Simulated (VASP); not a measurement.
# Al in VASP: single point with r2SCAN

Aim: the single point of Al with r2SCAN.

All numbers are computed with VASP 6.6.1; they aren't measurements. Logs are shortened: lines on timing, memory, paths and dates and some standing lists are left out, and cuts for length are marked.

## 1. The cell of the first run

The cell holds a slab with vacuum, 17 atoms: a = 2.822 Å, b = 9.682 Å, c = 24.453 Å, α = 90.00°, β = 90.00°, γ = 98.38°.

## 2. Single point, r2SCAN

POSCAR reads:

```
Al
1.0
    2.8221979689      0.0000000000      0.0000000000
   -1.4110989845      9.5791097878      0.0000000000
    0.0000000000      0.0000000000     24.4528008093
Al
17
Direct
    0.5380843418      0.0701052676      0.3102533061
    0.6721675995      0.3450038235      0.3449427006
    0.2988565239      0.5964531561      0.3553627027
    0.9286422119      0.8514712694      0.3606547781
    0.0679713992      0.1309858656      0.4056426559
    0.2028301433      0.4057504715      0.4433403149
    0.8316403170      0.6625866031      0.4522352835
    0.4612725664      0.9182188850      0.4594093269
    0.5976512139      0.1953025933      0.5000000203
    0.7340292434      0.4723849960      0.5405905771
    0.3636620781      0.7280178773      0.5477646772
    0.9924717389      0.9848536390      0.5566598837
    0.1273308644      0.2596188885      0.5943572961
    0.2666599680      0.5391330822      0.6393452216
    0.8964459005      0.7941514057      0.6446372126
    0.5231346247      0.0456004884      0.6550573068
    0.6572180835      0.3204993245      0.6897467360
```

INCAR.step1 reads:

```
PREC = Accurate ; ENCUT = 440
ISMEAR = 0 ; SIGMA = 0.1
LREAL = False ; LASPH = True
NELM = 120 ; LDIPOL = True
IDIPOL = 3 ; DIPOL = 0.5 0.5 0.500
NBANDS = 40 ; ISYM = 0
GGA = PE ; ALGO = Normal
EDIFF = 1E-5 ; LWAVE = True
LCHARG = False ; GGA_COMPAT = False
NELMDL = -8
```

INCAR.step2 reads:

```
PREC = Accurate ; ENCUT = 440
EDIFF = 1E-6 ; ISMEAR = 0
SIGMA = 0.1 ; LREAL = False
LASPH = True ; NELM = 120
ALGO = Normal ; ISIF = 2
LWAVE = False ; LCHARG = False
LDIPOL = True ; IDIPOL = 3
DIPOL = 0.5 0.5 0.500 ; METAGGA = R2SCAN
LMIXTAU = True ; NBANDS = 40
ISYM = 0 ; ISTART = 1
GGA_COMPAT = False
```

KPOINTS reads:

```
regular mesh
0
Gamma
  12 4 1
```

Potentials or basis: VASP PAW PBE potentials, release 64 (Al).

Command:

```
> cat potpaw_PBE.64/Al/POTCAR > POTCAR
> cp INCAR.step1 INCAR
> mpirun -np 1 vasp_std > vasp.out
> cp INCAR.step2 INCAR
> mpirun -np 1 vasp_std > vasp.out
```

OUTCAR:

```text
PREC = Accurate
   ENCUT = 440
   EDIFF = 1E-6
   ISMEAR = 0
   LREAL = False
   LASPH = True
   NELM = 120
   ISIF = 2
   METAGGA = R2SCAN
   ISYM = 0
   ISTART = 1

 ion  position               nearest neighbor table
   1  0.538  0.070  0.310-   2 2.77   5 2.79   5 2.79   4 2.81   4 2.81
   2  0.672  0.345  0.345-   1 2.77   3 2.80   3 2.80   6 2.85   6 2.85   5 2.89   5 2.90
   3  0.299  0.596  0.355-   2 2.80   2 2.80   4 2.82   6 2.82   4 2.83   7 2.83   7 2.83
   4  0.929  0.851  0.361-   1 2.81   1 2.81   3 2.82   3 2.83   8 2.87   8 2.87   7 2.88   5 2.89

   5  0.068  0.131  0.406-   9 2.77   9 2.78   1 2.79   1 2.79   6 2.79   8 2.81   8 2.81   2 2.89
                             4 2.89   2 2.90
   6  0.203  0.406  0.443-   5 2.79   3 2.82   9 2.82   9 2.82  10 2.83  10 2.84   7 2.84   7 2.85
                             2 2.85   2 2.85
   7  0.832  0.663  0.452-  11 2.80  11 2.80  10 2.83   3 2.83   8 2.83   3 2.83   8 2.83   6 2.84
                             6 2.85   4 2.88
   8  0.461  0.918  0.459-   5 2.81   5 2.81  11 2.83   7 2.83   9 2.83   7 2.83  12 2.83  12 2.84
                             4 2.87   4 2.87
   9  0.598  0.195  0.500-  13 2.77   5 2.77  13 2.78   5 2.78   6 2.82  12 2.82   6 2.82  12 2.82
                            10 2.83   8 2.83
  10  0.734  0.472  0.541-  13 2.81  13 2.81   7 2.83  11 2.83   9 2.83  11 2.83   6 2.83   6 2.84
                            14 2.87  14 2.87
  11  0.364  0.728  0.548-   7 2.80   7 2.80   8 2.83  15 2.83  10 2.83  15 2.83  10 2.83  12 2.84
                            12 2.85  14 2.88
  12  0.992  0.985  0.557-  13 2.79  15 2.82   9 2.82   9 2.82   8 2.83   8 2.84  11 2.84  11 2.85
                            16 2.85  16 2.85
  13  0.127  0.260  0.594-   9 2.77   9 2.78  17 2.79  17 2.79  12 2.79  10 2.81  10 2.81  16 2.89
                            14 2.89  16 2.90
  14  0.267  0.539  0.639-  17 2.81  17 2.81  15 2.82  15 2.83  10 2.87  10 2.87  11 2.88  13 2.89

  15  0.896  0.794  0.645-  16 2.80  16 2.80  14 2.82  12 2.82  14 2.83  11 2.83  11 2.83
  16  0.523  0.046  0.655-  17 2.77  15 2.80  15 2.80  12 2.85  12 2.85  13 2.89  13 2.90
  17  0.657  0.320  0.690-  16 2.77  13 2.79  13 2.79  14 2.81  14 2.81

IMPORTANT INFORMATION: All symmetrisations will be switched off!
NOSYMM: (Re-)initialisation of all symmetry stuff for point group C_1.

----------------------------------------------------------------------------------------

                                     Primitive cell

  volume of cell :     661.0605

  direct lattice vectors                    reciprocal lattice vectors
     2.822197969  0.000000000  0.000000000     0.354333754  0.052196917  0.000000000
    -1.411098984  9.579109788  0.000000000     0.000000000  0.104393834  0.000000000
     0.000000000  0.000000000 24.452800809     0.000000000  0.000000000  0.040895111

  length of vectors
     2.822197969  9.682486492 24.452800809     0.358157685  0.104393834  0.040895111

  position of ions in fractional coordinates (direct lattice)
     0.538084342  0.070105268  0.310253306
     0.672167599  0.345003824  0.344942701
     0.298856524  0.596453156  0.355362703
     0.928642212  0.851471269  0.360654778
     0.067971399  0.130985866  0.405642656
     0.202830143  0.405750471  0.443340315
[... 9 lines left out ...]
     0.523134625  0.045600488  0.655057307
     0.657218083  0.320499324  0.689746736

  ion indices of the primitive-cell ions
   primitive index   ion index
                 1           1
                 2           2
                 3           3
                 4           4
                 5           5
                 6           6
[... 9 lines left out ...]
                16          16
                17          17

----------------------------------------------------------------------------------------

 KPOINTS: regular mesh

Automatic generation of k-mesh.
 Grid dimensions read from file:
 generate k-points for:   12    4    1

 Generating k-lattice:

  Cartesian coordinates                     Fractional coordinates (reciprocal lattice)
     0.029527813  0.004349743  0.000000000     0.083333333  0.000000000  0.000000000
     0.000000000  0.026098459  0.000000000     0.000000000  0.250000000  0.000000000
     0.000000000  0.000000000  0.040895111     0.000000000  0.000000000  1.000000000

  Length of vectors
     0.029846474  0.026098459  0.040895111

  Shift w.r.t. Gamma in fractional coordinates (k-lattice)
     0.000000000  0.000000000  0.000000000

 -----------------------------------------------------------------------------
|                                                                             |
[... 18 lines left out ...]
      ... skipping the blow-up phase ...

 Subroutine IBZKPT returns following result:
 ===========================================

 Found     26 irreducible k-points:

 Following reciprocal coordinates:
            Coordinates               Weight
  0.000000  0.000000  0.000000      1.000000
  0.083333 -0.000000  0.000000      2.000000
  0.166667 -0.000000  0.000000      2.000000
  0.250000 -0.000000  0.000000      2.000000
  0.333333 -0.000000  0.000000      2.000000
  0.416667 -0.000000  0.000000      2.000000
[... 16 lines left out ...]
  0.250000  0.500000  0.000000      2.000000
  0.333333  0.500000  0.000000      2.000000
 [... further k-points ...]
   k-points           NKPTS =     26   k-points in BZ     NKDIM =     26   number of bands    NBANDS=     40
   number of dos      NEDOS =    301   number of ions     NIONS =     17
   total plane-waves  NPLWV = 235200
   dimension x,y,z NGX =    20 NGY =   70 NGZ =  168
   dimension x,y,z NGXF=    40 NGYF=  140 NGZF=  336
   ions per type =              17
   NGX,Y,Z   is equivalent  to a cutoff of  11.78, 12.02, 11.42 a.u.
   NGXF,Y,Z  is equivalent  to a cutoff of  23.56, 24.04, 22.84 a.u.
 SYSTEM =  unknown system
   PREC   = accura    normal or accurate (medium, high low for compatibility)
   ISTART =      1    job   : 0-new  1-cont  2-samecut
   ICHARG =      0    charge: 1-file 2-atom 10-const
   ISPIN  =      1    spin polarized calculation?
   LNONCOLLINEAR =      F non collinear calculations
   LSORBIT =      F    spin-orbit coupling
   LASPH  =      T    aspherical Exc in radial PAW
   ENCUT  =  440.0 eV  32.34 Ry    5.69 a.u.   4.83 16.56 41.82*2*pi/ulx,y,z
   NELM   =    120;   NELMIN=  2; NELMDL=  0     # of ELM steps
   EDIFF  = 0.1E-05   stopping-criterion for ELM
   LREAL  =      F    real-space projection
   EDIFFG = 0.1E-04   stopping-criterion for IOM
   NSW    =      0    number of steps for IOM
   IBRION =     -1    ionic relax: 0-MD 1-quasi-New 2-CG
   NFREE  =      0    steps in history (QN), initial steepest desc. (CG)
   ISIF   =      2    stress and relaxation
   ISYM   =      0    0-nonsym 1-usesym 2-fastsym
   POTIM  = 0.5000    time-step for ionic-motion
   TEBEG  =    0.0;   TEEND  =   0.0 temperature during run
   PSTRESS=    0.0 pullay stress
   NELECT =      51.0000    total number of electrons
   NUPDOWN=      -1.0000    fix difference up-down
   EMIN   =  10.00;   EMAX   =-10.00  energy-range for DOS
   EFERMI =   0.00;   METHOD = LEGACY
   ISMEAR =     0;   SIGMA  =   0.10  broadening in eV -4-tet -1-fermi 0-gaus
   EFERMI_NEDOS =   21; number of points for ismear=-14 and -15
   IALGO  =     38    algorithm
   IMIX   =      4    mixing-type and parameters
     AMIX     =   0.40;   BMIX     =  1.00
     AMIX_MAG =   1.60;   BMIX_MAG =  1.00
  volume/ion in A,a.u.               =      38.89       262.42
  Fermi-wavevector in a.u.,A,eV,Ry     =   0.696922  1.316993  6.608363  0.485701
  Thomas-Fermi vector in A             =   1.780107
   LORBIT       =      0    0 simple, 1 ext, 2 COOP (PROOUT), +10 PAW based schemes
   METAGGA = R2SCAN    functional components
   LHFCALC =     F    Hartree Fock is set to
   AEXX    =    0.0000 exact exchange contribution
   IVDW    =     0    specifies the selected vdW correction
   LEPSILON=     F    determine dielectric tensor
   LRPA    =     F    only Hartree local field effects (RPA)
 non-spin polarized calculation
 Gauss-broadening in eV      SIGMA  =   0.10
  energy-cutoff  :      440.00
  volume of cell :      661.06
 maximum number of plane-waves:     13914
   NGX =  9   NGY = 33   NGZ = 83

 dipolmoment           0.000000      0.000000     -0.000031 electrons x Angstroem

 number of electron      51.0000000 magnetization

 dipolmoment           0.000000      0.000000      0.000189 electrons x Angstroem

 Free energy of the ion-electron system (eV)
  ---------------------------------------------------
  ext. energy  EPLUGINS =         0.00000000
  ---------------------------------------------------
  free energy    TOTEN  =      -110.90273024 eV

  energy without entropy =     -110.86657006  energy(sigma->0) =     -110.88465015

 E-fermi :   1.0156     XC(G=0):  -5.2407

 val. band max:        1.0099661305   @ k =   0.5000   0.5000   0.0000
 cond. band min:       1.0295468347   @ k =   0.0000   0.2500   0.0000
 fundamental gap:      0.0195807042
 Fermi energy:         1.0155948977

 k-point     1 :       0.0000    0.0000    0.0000
  band No.  band energies     occupation
      1     -10.7085      2.00000
      2      -9.6880      2.00000
      3      -9.0384      2.00000
      4      -8.9833      2.00000
      5      -8.1918      2.00000
      6      -7.9781      2.00000
[... 949 lines left out ...]
     36       3.2252      0.00000
     37       3.4279      0.00000

 [... further k-points ...]

 [bands above 37 left out]

------------------------ aborting loop because EDIFF is reached ----------------------------------------

 vacuum level on the upper side and lower side of the slab       (xc-potential included)        -0.121        -0.121

  FORCE on cell =-STRESS in cart. coord.  units (eV):
  Direction    XX          YY          ZZ          XY          YZ          ZX
  --------------------------------------------------------------------------------------
  -------------------------------------------------------------------------------------
  Total       -5.8860251     -4.2460981     -0.4008226      0.1725469      0.0071272     -0.0199554
  in kB      -14.2656463    -10.2910424     -0.9714523      0.4181928      0.0172737     -0.0483649
  external PRESSURE =      -8.5093804 kB  Pullay stress =       0.0000000 kB

 VOLUME and BASIS-vectors are now :
 -----------------------------------------------------------------------------
  energy-cutoff  :      440.00
  volume of cell :      661.06
      direct lattice vectors                 reciprocal lattice vectors
     2.822197969  0.000000000  0.000000000     0.354333754  0.052196917  0.000000000
    -1.411098984  9.579109788  0.000000000     0.000000000  0.104393834  0.000000000
     0.000000000  0.000000000 24.452800809     0.000000000  0.000000000  0.040895111

 POSITION                                       TOTAL-FORCE (eV/Angst)
 -----------------------------------------------------------------------------------
      1.41966      0.67155      7.58656         0.001748     -0.000154      0.014849
      1.41016      3.30483      8.43482         0.000662     -0.002866      0.013165
      0.00178      5.71349      8.68961         0.000258     -0.003008      0.005402
      1.41930      8.15634      8.81902        -0.000059      0.004731      0.005816
      0.00699      1.25473      9.91910         0.001630      0.002659      0.004649
     -0.00013      3.88673     10.84091        -0.000435     -0.001154      0.004106
[... 9 lines left out ...]
      1.41204      0.43681     16.01799        -0.000146      0.001865     -0.012938
      1.40254      3.07010     16.86624        -0.002040      0.000297     -0.014629
 -----------------------------------------------------------------------------------
    total drift:                                0.000771     -0.001991      0.003143

  FREE ENERGIE OF THE ION-ELECTRON SYSTEM (eV)
  ---------------------------------------------------
  free  energy   TOTEN  =      -110.9027302428 eV

  energy  without entropy=     -110.8665700557  energy(sigma->0) =     -110.88465015

 vacuum level on the upper side and lower side of the slab         5.123         5.118
```

It took 26 min on 1 thread of Intel Xeon 6975P-C (Granite Rapids), shared host; peak memory 0.75 GiB.

What came out:

- Free energy: -110.9027 eV
- Largest force: 0.015 eV/Å
- Band gap on the k mesh: zero (an odd number of electrons rules out a gap without spin polarisation)

Forces on the atoms (eV/Å):
```
Al   0.002  0.000  0.015
Al   0.001 -0.003  0.013
Al   0.000 -0.003  0.005
Al   0.000  0.005  0.006
Al   0.002  0.003  0.005
Al   0.000 -0.001  0.004
Al  -0.001 -0.002  0.006
Al   0.000 -0.002  0.005
Al   0.000  0.000  0.000
Al  -0.001  0.002 -0.005
Al   0.001  0.003 -0.007
Al   0.001  0.002 -0.004
Al  -0.001 -0.003 -0.005
Al   0.000 -0.005 -0.006
Al   0.000  0.003 -0.005
Al   0.000  0.002 -0.013
Al  -0.002  0.000 -0.015
```

Caveat: the PAW data sets were made with another functional, which shifts forces and pressure a little.
